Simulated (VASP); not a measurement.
# TiSi16 (a cell with a defect) in VASP: a series of runs

TiSi16 (a cell with a defect) is run at these levels: r2SCAN; tasks: single point.

Program: VASP 6.6.1. These are calculated values, not measurements. Logs are shortened: lines on timing, memory, paths and dates and some standing lists are left out, and cuts for length are marked.

**1. The cell of the first run**

The cell holds a defect, 17 atoms: a = 7.679 Å, b = 7.679 Å, c = 7.679 Å, α = 60.00°, β = 60.00°, γ = 60.00°.

**2. Single point, r2SCAN**

The input, POSCAR:

```
TiSi16
1.0
    0.0000000000      5.4300000000      5.4300000000
    5.4300000000      0.0000000000      5.4300000000
    5.4300000000      5.4300000000      0.0000000000
Si Ti
16 1
Direct
    0.0130753755      0.0019776048     -0.0050070176
    0.1467538574      0.1280831306      0.1118729888
    0.0021325148      0.0052480583      0.5018781326
    0.1233949621      0.1366392612      0.6235242614
    0.0130876199      0.5047575445     -0.0051476010
    0.1284416413      0.6290988463      0.1280354584
   -0.0009675290      0.5079644460      0.4994387969
    0.1232823185      0.6310297372      0.6234122327
    0.5117433808     -0.0040673150      0.0112505499
    0.6295427828      0.1221342930      0.1296105416
    0.4948263972      0.0020735306      0.5130166904
    0.6120044960      0.1282575850      0.6463694155
    0.5010629808      0.5060998329      0.0014896687
    0.6294519320      0.6335639096      0.1296544200
    0.4946731982      0.5049092258      0.5130985509
    0.6276249255      0.6291655383      0.6287829788
    0.7574746463      0.2499918711      0.2573346318
```

The input, INCAR.step1:

```
PREC = Accurate ; ENCUT = 520
ISMEAR = 0 ; SIGMA = 0.05
LREAL = Auto ; LASPH = T
NELM = 100 ; NBANDS = 52
GGA = PE ; ALGO = Normal
EDIFF = 1E-4 ; LWAVE = T
LCHARG = F
```

The input, INCAR.step2:

```
PREC = Accurate ; ENCUT = 520
EDIFF = 1E-7 ; ISMEAR = 0
SIGMA = 0.05 ; LREAL = Auto
LASPH = T ; NELM = 100
ALGO = Normal ; ISIF = 2
LWAVE = F ; LCHARG = T
METAGGA = R2SCAN ; LMIXTAU = T
LELF = T ; LVHAR = T
NBANDS = 52 ; ISTART = 1
```

The input, KPOINTS:

```
Automatic mesh
0
Gamma
  2 2 2
```

Potentials or basis: VASP PAW PBE potentials, release 64 (Si, Ti_sv).

Started as:

```bash
cat potpaw_PBE.64/Si/POTCAR potpaw_PBE.64/Ti_sv/POTCAR > POTCAR
cp INCAR.step1 INCAR
mpirun -np 1 vasp_std > vasp.out
cp INCAR.step2 INCAR
mpirun -np 1 vasp_std > vasp.out
```

OUTCAR:

```text
PREC = Accurate
   ENCUT = 520
   EDIFF = 1E-7
   ISMEAR = 0
   LREAL = Auto
   LASPH = T
   NELM = 100
   ISIF = 2
   METAGGA = R2SCAN
   ISTART = 1

 ion  position               nearest neighbor table
   1  0.013  0.002  0.995-   4 2.33   6 2.34   2 2.36  10 2.41  17 2.77
   2  0.147  0.128  0.112-   9 2.29   1 2.36   5 2.36  17 2.44   3 2.45
   3  0.002  0.005  0.502-   8 2.35   4 2.35   2 2.45  12 2.45  17 2.66
   4  0.123  0.137  0.624-   7 2.33  11 2.33   1 2.33   3 2.35
   5  0.013  0.505  0.995-   8 2.33   6 2.34   2 2.36  14 2.41  17 2.77
   6  0.128  0.629  0.128-   7 2.33  13 2.34   1 2.34   5 2.34
   7  0.999  0.508  0.499-   8 2.33   4 2.33   6 2.33  16 2.33
   8  0.123  0.631  0.623-   7 2.33  15 2.33   5 2.33   3 2.35
   9  0.512  0.996  0.011-  10 2.27  14 2.27  12 2.29   2 2.29
  10  0.630  0.122  0.130-   9 2.27  11 2.40  17 2.40   1 2.41  13 2.41
  11  0.495  0.002  0.513-   4 2.33  16 2.34  12 2.36  10 2.40  17 2.77
  12  0.612  0.128  0.646-   9 2.29  15 2.36  11 2.36  17 2.44   3 2.45
  13  0.501  0.506  0.001-   6 2.34  16 2.34  10 2.41  14 2.41  17 2.78
  14  0.629  0.634  0.130-   9 2.27  15 2.40  17 2.41   5 2.41  13 2.41
  15  0.495  0.505  0.513-   8 2.33  16 2.34  12 2.36  14 2.40  17 2.77
  16  0.628  0.629  0.629-   7 2.33  13 2.34  15 2.34  11 2.34
  17  0.757  0.250  0.257-  10 2.40  14 2.41  12 2.44   2 2.44   3 2.66   1 2.77   5 2.77  11 2.77
                            15 2.77  13 2.78

  LATTYP: Found a face centered cubic cell.
 ALAT       =    10.8600000000

  Lattice vectors:

 A1 = (   0.0000000000,   5.4300000000,   5.4300000000)
 A2 = (   5.4300000000,   0.0000000000,   5.4300000000)
 A3 = (   5.4300000000,   5.4300000000,   0.0000000000)

Analysis of symmetry for initial positions (statically):
=====================================================================
 Subroutine PRICEL returns:
 Original cell was already a primitive cell.

 Routine SETGRP: Setting up the symmetry group for a
 face centered cubic supercell.

 Subroutine GETGRP returns: Found  1 space group operations
 (whereof  1 operations were pure point group operations)
 out of a pool of 48 trial point group operations.

The static configuration has the point symmetry C_1 .

Analysis of symmetry for dynamics (positions and initial velocities):
=====================================================================
 Subroutine PRICEL returns:
 Original cell was already a primitive cell.

 Routine SETGRP: Setting up the symmetry group for a
 face centered cubic supercell.

 Subroutine GETGRP returns: Found  1 space group operations
 (whereof  1 operations were pure point group operations)
 out of a pool of 48 trial point group operations.

The dynamic configuration has the point symmetry C_1 .

 Subroutine INISYM returns: Found  1 space group operations
 (whereof  1 operations are pure point group operations),
 and found     1 'primitive' translations

----------------------------------------------------------------------------------------

                                     Primitive cell

  volume of cell :     320.2060

  direct lattice vectors                    reciprocal lattice vectors
     0.000000000  5.430000000  5.430000000    -0.092081031  0.092081031  0.092081031
     5.430000000  0.000000000  5.430000000     0.092081031 -0.092081031  0.092081031
     5.430000000  5.430000000  0.000000000     0.092081031  0.092081031 -0.092081031

  length of vectors
     7.679179644  7.679179644  7.679179644     0.159489025  0.159489025  0.159489025

  position of ions in fractional coordinates (direct lattice)
     0.013075376  0.001977605  0.994992982
     0.146753857  0.128083131  0.111872989
     0.002132515  0.005248058  0.501878133
     0.123394962  0.136639261  0.623524261
     0.013087620  0.504757545  0.994852399
     0.128441641  0.629098846  0.128035458
[... 9 lines left out ...]
     0.627624926  0.629165538  0.628782979
     0.757474646  0.249991871  0.257334632

  ion indices of the primitive-cell ions
   primitive index   ion index
                 1           1
                 2           2
                 3           3
                 4           4
                 5           5
                 6           6
[... 9 lines left out ...]
                16          16
                17          17

----------------------------------------------------------------------------------------

 KPOINTS: Automatic mesh

Automatic generation of k-mesh.
 Grid dimensions read from file:
 generate k-points for:    2    2    2

 Generating k-lattice:

  Cartesian coordinates                     Fractional coordinates (reciprocal lattice)
    -0.046040516  0.046040516  0.046040516     0.500000000  0.000000000  0.000000000
     0.046040516 -0.046040516  0.046040516     0.000000000  0.500000000  0.000000000
     0.046040516  0.046040516 -0.046040516     0.000000000  0.000000000  0.500000000

  Length of vectors
     0.079744512  0.079744512  0.079744512

  Shift w.r.t. Gamma in fractional coordinates (k-lattice)
     0.000000000  0.000000000  0.000000000

 Subroutine IBZKPT returns following result:
 ===========================================

 Found      8 irreducible k-points:

 Following reciprocal coordinates:
            Coordinates               Weight
  0.000000  0.000000  0.000000      1.000000
  0.500000  0.000000  0.000000      1.000000
  0.000000  0.500000  0.000000      1.000000
  0.000000  0.000000  0.500000      1.000000
  0.500000  0.500000  0.500000      1.000000
  0.500000  0.500000  0.000000      1.000000
  0.000000  0.500000  0.500000      1.000000
  0.500000  0.000000  0.500000      1.000000
   k-points           NKPTS =      8   k-points in BZ     NKDIM =      8   number of bands    NBANDS=     52
   number of dos      NEDOS =    301   number of ions     NIONS =     17
   total plane-waves  NPLWV = 216000
   dimension x,y,z NGX =    60 NGY =   60 NGZ =   60
   dimension x,y,z NGXF=   120 NGYF=  120 NGZF=  120
   ions per type =              16   1
   NGX,Y,Z   is equivalent  to a cutoff of  12.99, 12.99, 12.99 a.u.
   NGXF,Y,Z  is equivalent  to a cutoff of  25.98, 25.98, 25.98 a.u.
 SYSTEM =  unknown system
   PREC   = accura    normal or accurate (medium, high low for compatibility)
   ISTART =      1    job   : 0-new  1-cont  2-samecut
   ICHARG =      0    charge: 1-file 2-atom 10-const
   ISPIN  =      1    spin polarized calculation?
   LNONCOLLINEAR =      F non collinear calculations
   LSORBIT =      F    spin-orbit coupling
   LASPH  =      T    aspherical Exc in radial PAW
   ENCUT  =  520.0 eV  38.22 Ry    6.18 a.u.  14.28 14.28 14.28*2*pi/ulx,y,z
   NELM   =    100;   NELMIN=  2; NELMDL=  0     # of ELM steps
   EDIFF  = 0.1E-06   stopping-criterion for ELM
   LREAL  =      T    real-space projection
   EDIFFG = 0.1E-05   stopping-criterion for IOM
   NSW    =      0    number of steps for IOM
   IBRION =     -1    ionic relax: 0-MD 1-quasi-New 2-CG
   NFREE  =      0    steps in history (QN), initial steepest desc. (CG)
   ISIF   =      2    stress and relaxation
   ISYM   =      2    0-nonsym 1-usesym 2-fastsym
   POTIM  = 0.5000    time-step for ionic-motion
   TEBEG  =    0.0;   TEEND  =   0.0 temperature during run
   PSTRESS=    0.0 pullay stress
   NELECT =      76.0000    total number of electrons
   NUPDOWN=      -1.0000    fix difference up-down
   EMIN   =  10.00;   EMAX   =-10.00  energy-range for DOS
   EFERMI =   0.00;   METHOD = LEGACY
   ISMEAR =     0;   SIGMA  =   0.05  broadening in eV -4-tet -1-fermi 0-gaus
   EFERMI_NEDOS =   21; number of points for ismear=-14 and -15
   IALGO  =     38    algorithm
   IMIX   =      4    mixing-type and parameters
     AMIX     =   0.40;   BMIX     =  1.00
     AMIX_MAG =   1.60;   BMIX_MAG =  1.00
  volume/ion in A,a.u.               =      18.84       127.11
  Fermi-wavevector in a.u.,A,eV,Ry     =   1.013607  1.915439 13.978610  1.027399
  Thomas-Fermi vector in A             =   2.146786
   LORBIT       =      0    0 simple, 1 ext, 2 COOP (PROOUT), +10 PAW based schemes
   METAGGA = R2SCAN    functional components
   LHFCALC =     F    Hartree Fock is set to
   AEXX    =    0.0000 exact exchange contribution
   IVDW    =     0    specifies the selected vdW correction
   LEPSILON=     F    determine dielectric tensor
   LRPA    =     F    only Hartree local field effects (RPA)
 non-spin polarized calculation
 Gauss-broadening in eV      SIGMA  =   0.05
  energy-cutoff  :      520.00
  volume of cell :      320.21
 maximum number of plane-waves:      8646
 NGX is ok and might be reduce to    60
   NGX = 29   NGY = 29   NGZ = 29

 number of electron      75.9999998 magnetization

 Free energy of the ion-electron system (eV)
  ---------------------------------------------------
  ext. energy  EPLUGINS =         0.00000000
  ---------------------------------------------------
  free energy    TOTEN  =      -150.80644101 eV

  energy without entropy =     -150.78738840  energy(sigma->0) =     -150.79691471

 E-fermi :   7.0269     XC(G=0): -10.2196

 val. band max:        7.0053959568   @ k =   0.5000   0.5000   0.0000
 cond. band min:       7.0277526316   @ k =   0.0000   0.0000   0.5000
 fundamental gap:      0.0223566748
 Fermi energy:         7.0268624731

 k-point     1 :       0.0000    0.0000    0.0000
  band No.  band energies     occupation
      1     -52.1329      2.00000
      2     -27.5050      2.00000
      3     -27.4888      2.00000
      4     -27.4451      2.00000
      5      -6.3738      2.00000
      6      -4.0304      2.00000
[... 42 lines left out ...]
     49       8.3064      0.00000
     50       8.6296      0.00000

 k-point     2 :       0.5000    0.0000    0.0000
  band No.  band energies     occupation
      1     -52.1329      2.00000
      2     -27.5050      2.00000
      3     -27.4888      2.00000
      4     -27.4451      2.00000
      5      -5.6301      2.00000
      6      -5.4069      2.00000
[... 310 lines left out ...]
 k-point     8 :       0.5000    0.0000    0.5000
  band No.  band energies     occupation
      1     -52.1329      2.00000
      2     -27.5050      2.00000
      3     -27.4888      2.00000
      4     -27.4451      2.00000
      5      -5.2464      2.00000
      6      -5.2429      2.00000
[... 42 lines left out ...]
     49      10.1477      0.00000
     50      10.8592      0.00000
 [bands above 50 left out]

------------------------ aborting loop because EDIFF is reached ----------------------------------------

  FORCE on cell =-STRESS in cart. coord.  units (eV):
  Direction    XX          YY          ZZ          XY          YZ          ZX
  --------------------------------------------------------------------------------------
  -------------------------------------------------------------------------------------
  Total        5.4264343      5.9545560      5.4292422     -0.0114186      0.0063200     -0.1435929
  in kB       27.1516138     29.7941146     27.1656631     -0.0571339      0.0316227     -0.7184790
  external PRESSURE =      28.0371305 kB  Pullay stress =       0.0000000 kB

 VOLUME and BASIS-vectors are now :
 -----------------------------------------------------------------------------
  energy-cutoff  :      520.00
  volume of cell :      320.21
      direct lattice vectors                 reciprocal lattice vectors
     0.000000000  5.430000000  5.430000000    -0.092081031  0.092081031  0.092081031
     5.430000000  0.000000000  5.430000000     0.092081031 -0.092081031  0.092081031
     5.430000000  5.430000000  0.000000000     0.092081031  0.092081031 -0.092081031

 POSITION                                       TOTAL-FORCE (eV/Angst)
 -----------------------------------------------------------------------------------
      5.41355      5.47381      0.08174        -0.014504     -0.005676      0.004862
      1.30296      1.40434      1.49236        -0.011849      0.012792      0.009312
      2.75370      2.73678      0.04008         0.004037      0.010193      0.002798
      4.12769      4.05577      1.41199        -0.001427     -0.000972     -0.001267
      8.14288      5.47311      2.81190        -0.002033     -0.007401      0.009104
      4.11124      1.39267      4.11344         0.000461      0.005329     -0.001898
[... 9 lines left out ...]
      6.83066      6.82229      6.82437        -0.001315      0.005579      0.000883
      2.75478      5.51041      5.47054         0.004912      0.015698      0.007925
 -----------------------------------------------------------------------------------
    total drift:                               -0.001137     -0.004456     -0.000562

  FREE ENERGIE OF THE ION-ELECTRON SYSTEM (eV)
  ---------------------------------------------------
  free  energy   TOTEN  =      -150.8064410098 eV

  energy  without entropy=     -150.7873884047  energy(sigma->0) =     -150.79691471
```

Run time: 11 min. Hardware: 1 thread of AMD EPYC 9R45 (Zen 5), shared host; peak memory 0.54 GiB.

Results:

```
Free energy            : -150.8064 eV
Pressure               : 2.8 GPa
Largest force          : 0.023 eV/Å
Band gap on the k mesh : zero (bands 38 and 39 overlap by 0.35 eV)
```

Forces in eV/Å, atoms in the order of the input:
```
Si  -0.015 -0.006  0.005
Si  -0.012  0.013  0.009
Si   0.004  0.010  0.003
Si  -0.001 -0.001 -0.001
Si  -0.002 -0.007  0.009
Si   0.000  0.005 -0.002
Si   0.000  0.000  0.001
Si   0.003  0.005  0.002
Si   0.000 -0.006 -0.002
Si  -0.012 -0.013 -0.011
Si   0.005 -0.005 -0.014
Si   0.009  0.014 -0.015
Si   0.001 -0.015  0.002
Si   0.006 -0.009  0.008
Si   0.009 -0.006 -0.002
Si  -0.001  0.006  0.001
Ti   0.005  0.016  0.008
```

Caveat: the k points lie up to 0.50 Å⁻¹ apart; the PAW data sets were made with another functional, which shifts forces and pressure a little.

**3. Single point, r2SCAN**

The input, POSCAR:

```
TiSi16
1.0
    0.0000000000      5.4300000000      5.4300000000
    5.4300000000      0.0000000000      5.4300000000
    5.4300000000      5.4300000000      0.0000000000
Si Ti
16 1
Direct
   -0.0088855550      0.0016925442      0.0017621727
    0.1189223201      0.1306444454      0.1291387898
   -0.0098804270     -0.0052752613      0.5126394058
    0.1138603939      0.1278213222      0.6289903699
   -0.0100332295      0.5137130115     -0.0053414448
    0.1141266073      0.6290736362      0.1279451084
   -0.0066858291      0.4991548332      0.4991386326
    0.1161369863      0.6232799421      0.6233737685
    0.4814114251      0.0120703923      0.0111412372
    0.6066734054      0.1296986648      0.1305967420
    0.4868198431     -0.0055928124      0.5135402210
    0.6131020007      0.1113679948      0.6463972301
    0.4870376247      0.5134202308     -0.0047833632
    0.6135654849      0.6471247044      0.1116846281
    0.4905281164      0.5019696282      0.5017997389
    0.6220207559      0.6230436303      0.6237355331
    0.7351246069      0.2579375834      0.2573588598
```

The input, INCAR.step1:

```
PREC     = Accurate       # precision mode
ENCUT    = 520            # plane-wave cutoff, eV
ISMEAR   = 0              # smearing method
SIGMA    = 0.05           # smearing width, eV
LREAL    = Auto         
LASPH    = T              # aspherical terms in the spheres
NELM     = 100            # most SCF steps
NBANDS   = 52             # bands
GGA      = PE             # functional
ALGO     = Normal         # electronic algorithm
EDIFF    = 1E-4           # SCF threshold, eV
LWAVE    = T              # write WAVECAR
LCHARG   = F              # write CHGCAR
```

The input, INCAR.step2:

```
PREC     = Accurate       # precision mode
ENCUT    = 520            # plane-wave cutoff, eV
EDIFF    = 1E-7           # SCF threshold, eV
ISMEAR   = 0              # smearing method
SIGMA    = 0.05           # smearing width, eV
LREAL    = Auto         
LASPH    = T              # aspherical terms in the spheres
NELM     = 100            # most SCF steps
ALGO     = Normal         # electronic algorithm
ISIF     = 2              # what is computed and relaxed
LWAVE    = F              # write WAVECAR
LCHARG   = F              # write CHGCAR
METAGGA  = R2SCAN         # meta-GGA
LMIXTAU  = T            
NBANDS   = 52             # bands
ISTART   = 1
```

KPOINTS is that of step 2.

Potentials or basis: VASP PAW PBE potentials, release 64 (Si, Ti_sv).

Started as:

```bash
cat potpaw_PBE.64/Si/POTCAR potpaw_PBE.64/Ti_sv/POTCAR > POTCAR
cp INCAR.step1 INCAR
mpirun -np 1 vasp_std > vasp.out
cp INCAR.step2 INCAR
mpirun -np 1 vasp_std > vasp.out
```

Run time: 15 min. Hardware: 1 thread of AMD EPYC 9R45 (Zen 5), shared host; peak memory 0.54 GiB.

It converged, with:

| Item | Value |
| --- | --- |
| Free energy | -150.8061 eV |
| Pressure | 2.8 GPa |
| Largest force | 0.030 eV/Å |
| Band gap on the k mesh | zero (bands 38 and 39 overlap by 0.35 eV) |

Forces on the atoms (eV/Å):
```
Si  -0.011 -0.009  0.002
Si  -0.021  0.014 -0.005
Si   0.012  0.011 -0.001
Si  -0.013  0.004 -0.006
Si  -0.003 -0.007  0.007
Si  -0.001 -0.001  0.008
Si   0.013  0.002 -0.015
Si   0.000  0.007  0.022
Si   0.001 -0.003 -0.005
Si  -0.027 -0.014  0.000
Si  -0.001 -0.003 -0.011
Si   0.017  0.017  0.011
Si  -0.015 -0.010  0.009
Si   0.016 -0.013  0.007
Si   0.024  0.011  0.001
Si   0.000 -0.016 -0.010
Ti   0.008  0.009 -0.014
```

Stress tensor (GPa, compression positive):
```
 3.01  0.00  0.01
 0.00  2.72 -0.09
 0.01 -0.09  2.69
```

Levels at points of the mesh, in eV from the Fermi level:
| k point | band 34 | band 35 | band 36 | band 37 | band 38 | band 39 | band 40 | band 41 | band 42 | band 43 |
| --- | --- | --- | --- | --- | --- | --- | --- | --- | --- | --- |
| (0.00, 0.00, 0.00) | -1.17 | -1.16 | -1.13 | -0.59 | -0.51 | -0.35 | -0.18 | 0.04 | 0.28 | 0.96 |
| (0.50, 0.00, 0.00) | -2.17 | -1.60 | -1.59 | -0.36 | -0.14 | 0.15 | 0.47 | 0.54 | 0.93 | 1.31 |
| (0.00, 0.50, 0.00) | -2.18 | -1.60 | -1.59 | -0.27 | 0.00 | 0.07 | 0.46 | 0.49 | 0.80 | 1.27 |
| (0.00, 0.00, 0.50) | -2.18 | -1.60 | -1.59 | -0.27 | 0.00 | 0.07 | 0.46 | 0.49 | 0.80 | 1.27 |
| (0.50, 0.50, 0.50) | -2.18 | -1.60 | -1.59 | -0.37 | -0.14 | 0.15 | 0.47 | 0.55 | 0.94 | 1.31 |
| (0.50, 0.50, 0.00) | -2.29 | -2.29 | -2.11 | -0.71 | -0.03 | 0.50 | 0.59 | 1.18 | 1.42 | 1.78 |
| (0.00, 0.50, 0.50) | -2.24 | -2.24 | -2.19 | -0.80 | 0.01 | 0.52 | 0.74 | 1.15 | 1.37 | 1.88 |
| (0.50, 0.00, 0.50) | -2.29 | -2.28 | -2.12 | -0.72 | -0.02 | 0.51 | 0.60 | 1.18 | 1.42 | 1.78 |

Caveat: the k points lie up to 0.50 Å⁻¹ apart; the PAW data sets were made with another functional, which shifts forces and pressure a little.
